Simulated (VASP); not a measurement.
# CrO2 (scan) (P4_2/mnm) in VASP: single point with r2SCAN

Aim: the single point of CrO2 (scan) with r2SCAN.

Program: VASP 6.6.1. These are calculated values, not measurements. Logs are shortened: lines on timing, memory, paths and dates and some standing lists are left out, and cuts for length are marked.

## (1) The cell of the first run

The structure is tetragonal, space group P4_2/mnm (No. 136). The conventional cell has a = 4.421 Å, b = 4.421 Å, c = 2.917 Å, α = 90.00°, β = 90.00°, γ = 90.00°. Cr (site symmetry mmm) has 6 O at 1.88 to 1.92 Å within 2.5 Å. O (site symmetry m2m) has 3 Cr at 1.88 to 1.92 Å and 1 O at 2.49 Å within 2.5 Å.

## (2) Single point, r2SCAN, collinear spin, ferromagnetic start

File POSCAR:

```
CrO2
1.0
    4.4210000000      0.0000000000      0.0000000000
    0.0000000000      4.4210000000      0.0000000000
    0.0000000000      0.0000000000      2.9170000000
Cr O
2 4
Direct
    0.0000000000      0.0000000000      0.0000000000
    0.5000000000      0.5000000000      0.5000000000
    0.3010000000      0.3010000000      0.0000000000
    0.1990000000      0.8010000000      0.5000000000
    0.6990000000      0.6990000000      0.0000000000
    0.8010000000      0.1990000000      0.5000000000
```

File INCAR.step1:

```
SYSTEM = CrO2
ALGO = Normal ; EDIFF = 1E-4
ENCUT = 520 ; GGA = PE
ISMEAR = 0 ; ISPIN = 2
LASPH = .TRUE. ; LCHARG = .FALSE.
LMAXMIX = 4 ; LREAL = .FALSE.
LWAVE = .TRUE. ; MAGMOM = 2 2 0 0 0 0
NBANDS = 37 ; NELM = 150
PREC = Accurate ; SIGMA = 0.1
```

File INCAR.step2:

```
SYSTEM = CrO2
ALGO = Normal ; EDIFF = 1E-6
ENCUT = 520 ; ISIF = 2
ISMEAR = 0 ; ISPIN = 2
ISTART = 1 ; LASPH = .TRUE.
LCHARG = .FALSE. ; LMAXMIX = 4
LMIXTAU = .TRUE. ; LORBIT = 11
LREAL = .FALSE. ; LWAVE = .FALSE.
MAGMOM = 2 2 0 0 0 0 ; METAGGA = R2SCAN
NBANDS = 37 ; NELM = 150
PREC = Accurate ; SIGMA = 0.1
```

File KPOINTS:

```
k-points
0
G
  4 4 6
  0 0 0
```

Potentials or basis: VASP PAW PBE potentials, release 64 (Cr_pv, O).

Command:

```console
> cat potpaw_PBE.64/Cr_pv/POTCAR potpaw_PBE.64/O/POTCAR > POTCAR
> cp INCAR.step1 INCAR
> mpirun -np 1 vasp_std > vasp.out
> cp INCAR.step2 INCAR
> mpirun -np 1 vasp_std > vasp.out
```

OUTCAR:

```text
SYSTEM = CrO2
   EDIFF = 1E-6
   ENCUT = 520
   ISIF = 2
   ISMEAR = 0
   ISPIN = 2
   ISTART = 1
   LASPH = .TRUE.
   LORBIT = 11
   LREAL = .FALSE.
   METAGGA = R2SCAN
   NELM = 150
   PREC = Accurate

 ion  position               nearest neighbor table
   1  0.000  0.000  0.000-   3 1.88   5 1.88   4 1.92   6 1.92   4 1.92   6 1.92
   2  0.500  0.500  0.500-   4 1.88   6 1.88   5 1.92   3 1.92   3 1.92   5 1.92
   3  0.301  0.301  0.000-   1 1.88   2 1.92   2 1.92
   4  0.199  0.801  0.500-   2 1.88   1 1.92   1 1.92
   5  0.699  0.699  0.000-   1 1.88   2 1.92   2 1.92
   6  0.801  0.199  0.500-   2 1.88   1 1.92   1 1.92

  LATTYP: Found a simple tetragonal cell.
 ALAT       =     4.4210000000
 C/A-ratio  =     0.6598054739

  Lattice vectors:

 A1 = (   4.4210000000,   0.0000000000,   0.0000000000)
 A2 = (   0.0000000000,   4.4210000000,   0.0000000000)
 A3 = (   0.0000000000,   0.0000000000,   2.9170000000)

Analysis of symmetry for initial positions (statically):
=====================================================================
 Subroutine PRICEL returns:
 Original cell was already a primitive cell.

 Routine SETGRP: Setting up the symmetry group for a
 simple tetragonal supercell.

 Subroutine GETGRP returns: Found 16 space group operations
 (whereof  8 operations were pure point group operations)
 out of a pool of 16 trial point group operations.

The static configuration has the point symmetry D_2h.
 The point group associated with its full space group is D_4h.

Analysis of symmetry for dynamics (positions and initial velocities):
=====================================================================
 Subroutine PRICEL returns:
 Original cell was already a primitive cell.

 Routine SETGRP: Setting up the symmetry group for a
 simple tetragonal supercell.

 Subroutine GETGRP returns: Found 16 space group operations
 (whereof  8 operations were pure point group operations)
 out of a pool of 16 trial point group operations.

The dynamic configuration has the point symmetry D_2h.
 The point group associated with its full space group is D_4h.

Analysis of structural, dynamic, and magnetic symmetry:
=====================================================================
 Subroutine PRICEL returns:
 Original cell was already a primitive cell.

 Routine SETGRP: Setting up the symmetry group for a
 simple tetragonal supercell.

 Subroutine GETGRP returns: Found 16 space group operations
 (whereof  8 operations were pure point group operations)
 out of a pool of 16 trial point group operations.

The overall configuration has the point symmetry D_2h.
 The point group associated with its full space group is D_4h.

 Subroutine INISYM returns: Found 16 space group operations
 (whereof  8 operations are pure point group operations),
 and found     1 'primitive' translations

----------------------------------------------------------------------------------------

                                     Primitive cell

  volume of cell :      57.0135

  direct lattice vectors                    reciprocal lattice vectors
     4.421000000  0.000000000  0.000000000     0.226193169  0.000000000  0.000000000
     0.000000000  4.421000000  0.000000000     0.000000000  0.226193169  0.000000000
     0.000000000  0.000000000  2.917000000     0.000000000  0.000000000  0.342817964

  length of vectors
     4.421000000  4.421000000  2.917000000     0.226193169  0.226193169  0.342817964

  position of ions in fractional coordinates (direct lattice)
     0.000000000  0.000000000  0.000000000
     0.500000000  0.500000000  0.500000000
     0.301000000  0.301000000  0.000000000
     0.199000000  0.801000000  0.500000000
     0.699000000  0.699000000  0.000000000
     0.801000000  0.199000000  0.500000000

  ion indices of the primitive-cell ions
   primitive index   ion index
                 1           1
                 2           2
                 3           3
                 4           4
                 5           5
                 6           6

[... 32 lines left out ...]
  0.500000  0.250000  0.000000      4.000000
  0.500000  0.500000  0.000000      1.000000
[... 16 lines left out ...]
  0.500000  0.250000  0.500000      4.000000
  0.500000  0.500000  0.500000      1.000000
   k-points           NKPTS =     24   k-points in BZ     NKDIM =     24   number of bands    NBANDS=     37
   number of dos      NEDOS =    301   number of ions     NIONS =      6
   total plane-waves  NPLWV =  31104
   dimension x,y,z NGX =    36 NGY =   36 NGZ =   24
   dimension x,y,z NGXF=    72 NGYF=   72 NGZF=   48
   ions per type =               2   4
   NGX,Y,Z   is equivalent  to a cutoff of  13.54, 13.54, 13.68 a.u.
   NGXF,Y,Z  is equivalent  to a cutoff of  27.07, 27.07, 27.36 a.u.
 SYSTEM =  CrO2
   PREC   = accura    normal or accurate (medium, high low for compatibility)
   ISTART =      1    job   : 0-new  1-cont  2-samecut
   ICHARG =      0    charge: 1-file 2-atom 10-const
   ISPIN  =      2    spin polarized calculation?
   LNONCOLLINEAR =      F non collinear calculations
   LSORBIT =      F    spin-orbit coupling
   LASPH  =      T    aspherical Exc in radial PAW
   ENCUT  =  520.0 eV  38.22 Ry    6.18 a.u.   8.22  8.22  5.42*2*pi/ulx,y,z
   NELM   =    150;   NELMIN=  2; NELMDL=  0     # of ELM steps
   EDIFF  = 0.1E-05   stopping-criterion for ELM
   LREAL  =      F    real-space projection
   EDIFFG = 0.1E-04   stopping-criterion for IOM
   NSW    =      0    number of steps for IOM
   IBRION =     -1    ionic relax: 0-MD 1-quasi-New 2-CG
   NFREE  =      0    steps in history (QN), initial steepest desc. (CG)
   ISIF   =      2    stress and relaxation
   ISYM   =      2    0-nonsym 1-usesym 2-fastsym
   POTIM  = 0.5000    time-step for ionic-motion
   TEBEG  =    0.0;   TEEND  =   0.0 temperature during run
   PSTRESS=    0.0 pullay stress
   NELECT =      48.0000    total number of electrons
   NUPDOWN=      -1.0000    fix difference up-down
   EMIN   =  10.00;   EMAX   =-10.00  energy-range for DOS
   EFERMI =   0.00;   METHOD = LEGACY
   ISMEAR =     0;   SIGMA  =   0.10  broadening in eV -4-tet -1-fermi 0-gaus
   EFERMI_NEDOS =   21; number of points for ismear=-14 and -15
   IALGO  =     38    algorithm
   IMIX   =      4    mixing-type and parameters
     AMIX     =   0.40;   BMIX     =  1.00
     AMIX_MAG =   1.60;   BMIX_MAG =  1.00
  volume/ion in A,a.u.               =       9.50        64.12
  Fermi-wavevector in a.u.,A,eV,Ry     =   1.545834  2.921202 32.512505  2.389602
  Thomas-Fermi vector in A             =   2.651156
   LORBIT       =     11    0 simple, 1 ext, 2 COOP (PROOUT), +10 PAW based schemes
   METAGGA = R2SCAN    functional components
   LHFCALC =     F    Hartree Fock is set to
   AEXX    =    0.0000 exact exchange contribution
   IVDW    =     0    specifies the selected vdW correction
   LEPSILON=     F    determine dielectric tensor
   LRPA    =     F    only Hartree local field effects (RPA)
 spin polarized calculation
 Gauss-broadening in eV      SIGMA  =   0.10
  energy-cutoff  :      520.00
  volume of cell :       57.01
 maximum number of plane-waves:      1567
 NGX is ok and might be reduce to    36
   NGX = 17   NGY = 17   NGZ = 11

 number of electron      48.0000028 magnetization       4.0000005

 Free energy of the ion-electron system (eV)
  ---------------------------------------------------
  ext. energy  EPLUGINS =         0.00000000
  ---------------------------------------------------
  free energy    TOTEN  =       -67.13173945 eV

  energy without entropy =      -67.12255184  energy(sigma->0) =      -67.12714564

 E-fermi :   5.2212     XC(G=0): -12.7243

 val. band max:        5.2159382384   @ k =   0.2500   0.0000   0.3333
 cond. band min:       5.2356013094   @ k =   0.2500   0.2500   0.5000
 fundamental gap:      0.0196630710
 Fermi energy:         5.2211655447

 spin component 1

 k-point     1 :       0.0000    0.0000    0.0000
  band No.  band energies     occupation
      1     -41.3940      1.00000
      2     -41.3940      1.00000
      3     -41.2799      1.00000
      4     -41.2799      1.00000
      5     -41.2008      1.00000
      6     -41.1864      1.00000
[... 925 lines left out ...]
     35      17.4070      0.00000
     36      17.4070      0.00000
 Fermi energy:         5.2211655447

 spin component 2

 k-point     1 :       0.0000    0.0000    0.0000
  band No.  band energies     occupation
      1     -38.6128      1.00000
      2     -38.6128      1.00000
      3     -38.3030      1.00000
      4     -38.3030      1.00000
      5     -37.9979      1.00000
      6     -37.9796      1.00000
[... 925 lines left out ...]
     35      17.5944      0.00000
     36      17.5944      0.00000
 [bands above 36 left out]

------------------------ aborting loop because EDIFF is reached ----------------------------------------

  FORCE on cell =-STRESS in cart. coord.  units (eV):
  Direction    XX          YY          ZZ          XY          YZ          ZX
  --------------------------------------------------------------------------------------
  -------------------------------------------------------------------------------------
  Total       -0.5669741     -0.5669741     -0.4748677     -0.0000000      0.0000000      0.0000000
  in kB      -15.9329549    -15.9329549    -13.3446050     -0.0000000      0.0000000      0.0000000
  external PRESSURE =     -15.0701716 kB  Pullay stress =       0.0000000 kB

 VOLUME and BASIS-vectors are now :
 -----------------------------------------------------------------------------
  energy-cutoff  :      520.00
  volume of cell :       57.01
      direct lattice vectors                 reciprocal lattice vectors
     4.421000000  0.000000000  0.000000000     0.226193169  0.000000000  0.000000000
     0.000000000  4.421000000  0.000000000     0.000000000  0.226193169  0.000000000
     0.000000000  0.000000000  2.917000000     0.000000000  0.000000000  0.342817964

 POSITION                                       TOTAL-FORCE (eV/Angst)
 -----------------------------------------------------------------------------------
      0.00000      0.00000      0.00000        -0.000000      0.000000      0.000000
      2.21050      2.21050      1.45850        -0.000000      0.000000      0.000000
      1.33072      1.33072      0.00000         0.165976      0.165976      0.000000
      0.87978      3.54122      1.45850        -0.165976      0.165976      0.000000
      3.09028      3.09028      0.00000        -0.165976     -0.165976      0.000000
      3.54122      0.87978      1.45850         0.165976     -0.165976      0.000000
 -----------------------------------------------------------------------------------
    total drift:                                0.000000      0.000000      0.000000

  FREE ENERGIE OF THE ION-ELECTRON SYSTEM (eV)
  ---------------------------------------------------
  free  energy   TOTEN  =       -67.1317394485 eV

  energy  without entropy=      -67.1225518385  energy(sigma->0) =      -67.12714564

 total charge

# of ion       s       p       d       tot
------------------------------------------
    1        0.656   6.457   3.959  11.072
    2        0.656   6.457   3.959  11.072
    3        1.577   3.493   0.000   5.070
    4        1.577   3.493   0.000   5.070
    5        1.577   3.493   0.000   5.070
    6        1.577   3.493   0.000   5.070
--------------------------------------------------
tot          7.621  26.885   7.917  42.423

 magnetization (x)

# of ion       s       p       d       tot
------------------------------------------
    1        0.172   0.034   2.155   2.362
    2        0.172   0.034   2.155   2.362
    3       -0.003  -0.124   0.000  -0.128
    4       -0.003  -0.124   0.000  -0.128
    5       -0.003  -0.124   0.000  -0.128
    6       -0.003  -0.124   0.000  -0.128
--------------------------------------------------
tot          0.332  -0.428   4.309   4.212
```

It took 8.6 min on 1 thread of AMD EPYC 9R45 (Zen 5), shared host; peak memory 0.22 GiB.

Results:

```yaml
Free_energy: -67.1317 eV
Pressure: -1.5 GPa
Largest_force: 0.235 eV/Å
Band_gap_on_the_k_mesh: zero (filled and empty bands overlap)
Net_moment: 4.00 μB per cell
Site_moments: Cr +2.36; O -0.13 μB
Valence_electrons_inside_the_program's_atomic_spheres: Cr 11.07; O 5.07
```

Forces in eV/Å, atoms in the order of the input:
```
Cr   0.000  0.000  0.000
Cr   0.000  0.000  0.000
O    0.166  0.166  0.000
O   -0.166  0.166  0.000
O   -0.166 -0.166  0.000
O    0.166 -0.166  0.000
```

Caveat: the PAW data sets were made with another functional, which shifts forces and pressure a little; semilocal functionals often make such compounds metallic where correlation or magnetic order opens a gap, which also shifts bond lengths; only a ferromagnetic start was run, and an antiferromagnetic order may lie lower in energy.
